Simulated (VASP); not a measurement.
Set up this calculation in VASP 6.6.1, as the native input.

| Item | Value |
| --- | --- |
| Task | electric field gradients |
| Functional | PBE |
| Potentials or basis | VASP PAW PBE potentials, release 64 (Ti_sv, O) |
| Cutoff | 520 eV |
| k mesh | 5 × 3 × 5 |
| Occupations | fermi-dirac, width 0.02 eV |
| Spin | no spin polarisation |
| Dipole correction | no |
| Further INCAR settings | LREAL = Auto; ALGO = Normal; EDIFF = 1e-08; NBANDS = 114 |

The structure of TiO2 lies in POSCAR:

```
TiO2
1.0
    5.1380000000      0.0000000000      0.0000000000
    0.0000000000      9.1740000000      0.0000000000
    0.0000000000      0.0000000000      5.4490000000
Ti O
8 16
Direct
    0.1372000000      0.1289000000      0.9028000000
    0.6372000000      0.3711000000      0.0972000000
    0.8628000000      0.6289000000      0.5972000000
    0.3628000000      0.8711000000      0.4028000000
    0.8628000000      0.8711000000      0.0972000000
    0.3628000000      0.6289000000      0.9028000000
    0.1372000000      0.3711000000      0.4028000000
    0.6372000000      0.1289000000      0.5972000000
    0.8165000000      0.0095000000      0.8509000000
    0.3165000000      0.4905000000      0.1491000000
    0.1835000000      0.5095000000      0.6491000000
    0.6835000000      0.9905000000      0.3509000000
    0.1835000000      0.9905000000      0.1491000000
    0.6835000000      0.5095000000      0.8509000000
    0.8165000000      0.4905000000      0.3509000000
    0.3165000000      0.0095000000      0.6491000000
    0.4634000000      0.2314000000      0.8890000000
    0.9634000000      0.2686000000      0.1110000000
    0.5366000000      0.7314000000      0.6110000000
    0.0366000000      0.7686000000      0.3890000000
    0.5366000000      0.7686000000      0.1110000000
    0.0366000000      0.7314000000      0.8890000000
    0.4634000000      0.2686000000      0.3890000000
    0.9634000000      0.2314000000      0.6110000000
```

The input as run:

INCAR

```
ALGO     = Normal         # electronic algorithm
EDIFF    = 1E-8           # SCF threshold, eV
ENCUT    = 520            # plane-wave cutoff, eV
GGA      = PE             # functional
ISIF     = 2              # what is computed and relaxed
ISMEAR   = -1             # smearing method
LASPH    = True           # aspherical terms in the spheres
LCHARG   = False          # write CHGCAR
LEFG     = True         
LREAL    = Auto         
LWAVE    = False          # write WAVECAR
NBANDS   = 114            # bands
NELM     = 60             # most SCF steps
PREC     = Accurate       # precision mode
SIGMA    = 0.02           # smearing width, eV
```

KPOINTS

```
k-points
0
Gamma
  5 3 5
```

Potentials or basis: VASP PAW PBE potentials, release 64 (Ti_sv, O).

Run with:

```bash
$ cat potpaw_PBE.64/Ti_sv/POTCAR potpaw_PBE.64/O/POTCAR > POTCAR
$ mpirun -np 1 vasp_std > vasp.out
```

It gave:

```yaml
Pressure: 5.8 GPa
Largest_force: 0.134 eV/Å
Band_gap_on_the_k_mesh: 2.28 eV
Largest_electric_field_gradient_by_atom: Ti -17.5; O +18.2, -22.4 (each value once) V/Å²
```

Caveat: the cell stands under pressure; without QUAD_EFG the Cq values of the log hold for a quadrupole moment of 1 mb, not for the nuclei; an odd mesh through Γ misses points on the zone boundary, where band edges can lie.

Run time: 22 min on 1 thread of Oxide Virtual Turin-like Processor, with other jobs on the host, peak memory 0.48 GiB.
